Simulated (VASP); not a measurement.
# V (P6_3/mmc) in VASP: a series of runs, part 2 of 2

VASP 6.6.1.

**3. Single point, PBE, collinear spin, ferromagnetic start**

This run uses another cell than the first one, of 13.85 Å³/atom.

INCAR reads:

```
ALGO     = Normal         # electronic algorithm
EDIFF    = 1E-6           # SCF threshold, eV
ENCUT    = 520            # plane-wave cutoff, eV
GGA      = PE             # functional
ISIF     = 2              # what is computed and relaxed
ISMEAR   = 0              # smearing method
ISPIN    = 2              # spin polarisation
LASPH    = True           # aspherical terms in the spheres
LCHARG   = True           # write CHGCAR
LELF     = True           # ELF
LMAXMIX  = 4              # l up to which the mixer works
LORBIT   = 11             # projections on sites
LREAL    = False          # projectors in reciprocal space
LVHAR    = True         
LWAVE    = False          # write WAVECAR
MAGMOM   = 1.5 1.5        # initial moments
NBANDS   = 24             # bands
NELM     = 150            # most SCF steps
PREC     = Accurate       # precision mode
SIGMA    = 0.2            # smearing width, eV
```

KPOINTS reads:

```
k-points
0
Gamma
  18 18 10
```

POSCAR reads:

```
V
1.0
    2.6125220544      0.0000000000      0.0000000000
   -1.3062610272      2.2625104670      0.0000000000
    0.0000000000      0.0000000000      4.6879038651
V
2
Direct
    0.3333333333      0.6666666667      0.2500000000
    0.6666666667      0.3333333333      0.7500000000
```

Potentials or basis: VASP PAW PBE potentials, release 64 (V_sv).

Launch:

```sh
> cat potpaw_PBE.64/V_sv/POTCAR > POTCAR
> mpirun -np 1 vasp_std > vasp.out
```

It took 3.1 min on 1 thread of Intel Xeon Platinum 8259CL at 2.50GHz (Skylake/Cascade Lake), shared host; peak memory 0.3 GiB.

It converged, with:

- Free energy: -17.5138 eV
- Pressure: 0.2 GPa
- Band gap on the k mesh: zero (filled and empty bands overlap)
- Net moment: 0.00 μB per cell
- Valence electrons inside the program's atomic spheres: V 11.62

Levels at points of the mesh, in eV from the Fermi level:
Spin up:
```tsv
k point	band 11	band 12	band 13	band 14	band 15	band 16
(0.00, 0.00, 0.00)	-0.52	-0.15	0.32	0.32	0.64	0.64
(0.50, 0.00, 0.00)	-2.70	-0.32	-0.24	0.32	0.56	2.97
(0.00, 0.00, 0.50)	-0.98	-0.98	0.35	0.35	0.35	0.35
(0.50, 0.00, 0.50)	-1.77	-1.77	1.60	1.60	1.62	1.62
```
Spin down:
| k point | band 11 | band 12 | band 13 | band 14 | band 15 | band 16 |
| --- | --- | --- | --- | --- | --- | --- |
| (0.00, 0.00, 0.00) | -0.52 | -0.15 | 0.32 | 0.32 | 0.64 | 0.64 |
| (0.50, 0.00, 0.00) | -2.70 | -0.32 | -0.24 | 0.32 | 0.56 | 2.97 |
| (0.00, 0.00, 0.50) | -0.98 | -0.98 | 0.35 | 0.35 | 0.35 | 0.35 |
| (0.50, 0.00, 0.50) | -1.77 | -1.77 | 1.60 | 1.60 | 1.62 | 1.62 |

Caveat: the moments typed at the start vanished in this run.

**4. Single point, PBE, collinear spin, ferromagnetic start**

This run uses another cell than the first one, of 13.85 Å³/atom.

INCAR reads:

```
ALGO = Normal
EDIFF = 1E-6
ENCUT = 520
GGA = PE
ISIF = 2
ISMEAR = -1
ISPIN = 2
LASPH = True
LCHARG = False
LMAXMIX = 4
LORBIT = 11
LREAL = False
LWAVE = False
MAGMOM = 1.5 1.5
NBANDS = 24
NELM = 150
PREC = Accurate
SIGMA = 0.28
```

KPOINTS is that of step 3.

POSCAR is that of step 3.

Launch:

```sh
> cat potpaw_PBE.64/V_sv/POTCAR > POTCAR
> mpirun -np 1 vasp_std > vasp.out
```

It took 3.4 min on 1 thread of Intel Xeon Platinum 8259CL at 2.50GHz (Skylake/Cascade Lake), shared host; peak memory 0.3 GiB.

It converged, with:

```yaml
Free_energy: -17.9152 eV
Pressure: 2.9 GPa
Band_gap_on_the_k_mesh: zero (filled and empty bands overlap)
Net_moment: 0.00 μB per cell
Valence_electrons_inside_the_program's_atomic_spheres: V 11.63
```

Stress tensor (GPa, compression positive):
```
4.07 0.00 0.00
0.00 4.07 0.00
0.00 0.00 0.55
```

Levels at points of the mesh, in eV from the Fermi level:
Spin up:
| k point | band 10 | band 11 | band 12 | band 13 | band 14 | band 15 | band 16 | band 17 |
| --- | --- | --- | --- | --- | --- | --- | --- | --- |
| (0.00, 0.00, 0.00) | -3.44 | -0.52 | -0.16 | 0.33 | 0.33 | 0.65 | 0.65 | 1.78 |
| (0.50, 0.00, 0.00) | -2.85 | -2.70 | -0.32 | -0.25 | 0.32 | 0.57 | 2.98 | 3.48 |
| (0.00, 0.00, 0.50) | -5.08 | -0.98 | -0.98 | 0.36 | 0.36 | 0.36 | 0.36 | 2.49 |
| (0.50, 0.00, 0.50) | -3.25 | -1.78 | -1.78 | 1.59 | 1.59 | 1.63 | 1.63 | 3.54 |
Spin down:
```csv
k point,band 10,band 11,band 12,band 13,band 14,band 15,band 16,band 17
"(0.00, 0.00, 0.00)",-3.44,-0.52,-0.16,0.33,0.33,0.65,0.65,1.78
"(0.50, 0.00, 0.00)",-2.85,-2.70,-0.32,-0.25,0.32,0.57,2.98,3.48
"(0.00, 0.00, 0.50)",-5.08,-0.98,-0.98,0.36,0.36,0.36,0.36,2.49
"(0.50, 0.00, 0.50)",-3.25,-1.78,-1.78,1.59,1.59,1.63,1.63,3.54
```

Caveat: so wide a smearing shifts energies and pressures; the moments typed at the start vanished in this run.

**5. Single point, PBE, collinear spin, ferromagnetic start (13.03 Å³/atom)**

This run uses another cell than the first one, of 13.03 Å³/atom.

INCAR reads:

```
SYSTEM = V
PREC = Accurate
ENCUT = 520
EDIFF = 1E-6
ISMEAR = -1
SIGMA = 0.08
LREAL = .False.
LASPH = .True.
NELM = 150
ALGO = Normal
ISIF = 2
LWAVE = .False.
LCHARG = .True.
ISPIN = 2
MAGMOM = 1.5 1.5
LORBIT = 11
LMAXMIX = 4
GGA = PE
LELF = .True.
LVHAR = .True.
NBANDS = 24
```

KPOINTS reads:

```
regular mesh
0
Gamma
  18 18 10
  0 0 0
```

POSCAR reads:

```
V
1.0
    2.5596439899      0.0000000000      0.0000000000
   -1.2798219950      2.2167167199      0.0000000000
    0.0000000000      0.0000000000      4.5930195817
V
2
Direct
    0.3333333333      0.6666666667      0.2500000000
    0.6666666667      0.3333333333      0.7500000000
```

Launch:

```sh
> cat potpaw_PBE.64/V_sv/POTCAR > POTCAR
> mpirun -np 1 vasp_std > vasp.out
```

Run time: 5.9 min. Hardware: 1 thread of Intel Xeon 8259CL, shared host; peak memory 0.29 GiB.

Results (log left out):

```yaml
Free_energy: -17.4543 eV
Pressure: 12.0 GPa
Band_gap_on_the_k_mesh: zero (filled and empty bands overlap)
Net_moment: 0.00 μB per cell
Valence_electrons_inside_the_program's_atomic_spheres: V 11.73
```

Levels at points of the mesh, in eV from the Fermi level:
Spin up:
| k point | band 10 | band 11 | band 12 | band 13 | band 14 | band 15 | band 16 | band 17 |
| --- | --- | --- | --- | --- | --- | --- | --- | --- |
| (0.00, 0.00, 0.00) | -3.59 | -0.58 | -0.04 | 0.31 | 0.31 | 0.67 | 0.67 | 1.91 |
| (0.50, 0.00, 0.00) | -3.00 | -2.95 | -0.36 | -0.16 | 0.35 | 0.58 | 3.22 | 3.74 |
| (0.00, 0.00, 0.50) | -5.14 | -1.06 | -1.06 | 0.35 | 0.35 | 0.35 | 0.35 | 2.68 |
| (0.50, 0.00, 0.50) | -3.49 | -1.94 | -1.94 | 1.73 | 1.73 | 1.78 | 1.78 | 3.82 |
Spin down:
```tsv
k point	band 9	band 10	band 11	band 12	band 13	band 14	band 15	band 16	band 17	band 18
(0.00, 0.00, 0.00)	-7.01	-3.59	-0.58	-0.04	0.31	0.31	0.67	0.67	1.91	1.91
(0.50, 0.00, 0.00)	-3.18	-3.00	-2.95	-0.36	-0.16	0.35	0.58	3.22	3.74	3.87
(0.00, 0.00, 0.50)	-5.14	-5.14	-1.06	-1.06	0.35	0.35	0.35	0.35	2.68	2.68
(0.50, 0.00, 0.50)	-3.49	-3.49	-1.94	-1.94	1.73	1.73	1.78	1.78	3.82	3.82
```

Caveat: the cell stands under pressure; the moments typed at the start vanished in this run.

**6. Single point, PBE, collinear spin, ferromagnetic start (13.44 Å³/atom)**

This run uses another cell than the first one, of 13.44 Å³/atom.

INCAR reads:

```
PREC = Accurate
ENCUT = 520
EDIFF = 1E-7
ISMEAR = -1
SIGMA = 0.08
LREAL = F
LASPH = T
NELM = 150
ALGO = Normal
ISIF = 2
LWAVE = F
LCHARG = T
ISPIN = 2
MAGMOM = 1.5 1.5
LORBIT = 11
LMAXMIX = 4
GGA = PE
LELF = T
LVHAR = T
NBANDS = 24
```

KPOINTS reads:

```
regular mesh
0
Gamma
  18 18 10
```

POSCAR reads:

```
V
1.0
    2.5861311384      0.0000000000      0.0000000000
   -1.2930655692      2.2396552633      0.0000000000
    0.0000000000      0.0000000000      4.6405480631
V
2
Direct
    0.3333333333      0.6666666667      0.2500000000
    0.6666666667      0.3333333333      0.7500000000
```

Potentials or basis: VASP PAW PBE potentials, release 64 (V_sv).

Launch:

```sh
> cat potpaw_PBE.64/V_sv/POTCAR > POTCAR
> mpirun -np 1 vasp_std > vasp.out
```

Run time: 5.4 min. Hardware: 1 thread of Intel Xeon 8259CL, shared host; peak memory 0.3 GiB.

It converged, with:

```yaml
Free_energy: -17.5002 eV
Pressure: 5.8 GPa
Band_gap_on_the_k_mesh: zero (filled and empty bands overlap)
Net_moment: 0.00 μB per cell
Valence_electrons_inside_the_program's_atomic_spheres: V 11.68
```

Levels at points of the mesh, in eV from the Fermi level:
Spin up:
| k point | band 9 | band 10 | band 11 | band 12 | band 13 | band 14 | band 15 | band 16 | band 17 | band 18 |
| --- | --- | --- | --- | --- | --- | --- | --- | --- | --- | --- |
| (0.00, 0.00, 0.00) | -6.94 | -3.51 | -0.55 | -0.10 | 0.32 | 0.32 | 0.66 | 0.66 | 1.84 | 1.84 |
| (0.50, 0.00, 0.00) | -3.05 | -2.92 | -2.82 | -0.34 | -0.20 | 0.34 | 0.57 | 3.09 | 3.60 | 3.72 |
| (0.00, 0.00, 0.50) | -5.11 | -5.11 | -1.02 | -1.02 | 0.35 | 0.35 | 0.35 | 0.35 | 2.58 | 2.58 |
| (0.50, 0.00, 0.50) | -3.37 | -3.37 | -1.86 | -1.86 | 1.68 | 1.68 | 1.68 | 1.68 | 3.67 | 3.67 |
Spin down:
| k point | band 10 | band 11 | band 12 | band 13 | band 14 | band 15 | band 16 | band 17 |
| --- | --- | --- | --- | --- | --- | --- | --- | --- |
| (0.00, 0.00, 0.00) | -3.51 | -0.55 | -0.10 | 0.32 | 0.32 | 0.66 | 0.66 | 1.84 |
| (0.50, 0.00, 0.00) | -2.92 | -2.82 | -0.34 | -0.20 | 0.34 | 0.57 | 3.09 | 3.60 |
| (0.00, 0.00, 0.50) | -5.11 | -1.02 | -1.02 | 0.35 | 0.35 | 0.35 | 0.35 | 2.58 |
| (0.50, 0.00, 0.50) | -3.37 | -1.86 | -1.86 | 1.68 | 1.68 | 1.68 | 1.68 | 3.67 |

Caveat: the cell stands under pressure; the moments typed at the start vanished in this run.

**7. Summary**

```tsv
cell	smearing	gap on the mesh (eV)	pressure (GPa)	moment (μB)
a = 2.638, b = 2.638, c = 4.734 Å, angles 90.0, 90.0, 120.0°, 2 atoms	fermi-dirac 0.08 eV	none	-4.6	0.00
a = 2.613, b = 2.613, c = 4.688 Å, angles 90.0, 90.0, 120.0°, 2 atoms	gaussian 0.2 eV	none	0.2	0.00
a = 2.613, b = 2.613, c = 4.688 Å, angles 90.0, 90.0, 120.0°, 2 atoms	fermi-dirac 0.28 eV	none	2.9	0.00
a = 2.560, b = 2.560, c = 4.593 Å, angles 90.0, 90.0, 120.0°, 2 atoms	fermi-dirac 0.08 eV	none	12.0	0.00
a = 2.586, b = 2.586, c = 4.641 Å, angles 90.0, 90.0, 120.0°, 2 atoms	fermi-dirac 0.08 eV	none	5.8	0.00
```

Alike in all rows: task single point; level PBE; potentials or basis VASP PAW PBE potentials, release 64 (V_sv); spin collinear, ferromagnetic start; k mesh 18 × 18 × 10; cutoff (eV) 520.

Caveats: the moments typed at the start vanished in this run; the cell stands under pressure (at least some runs); the cell stands under tension (at least some runs); so wide a smearing shifts energies and pressures (at least some runs).

Total energies depend on the potentials used, so only differences within one code and one set of settings carry meaning.
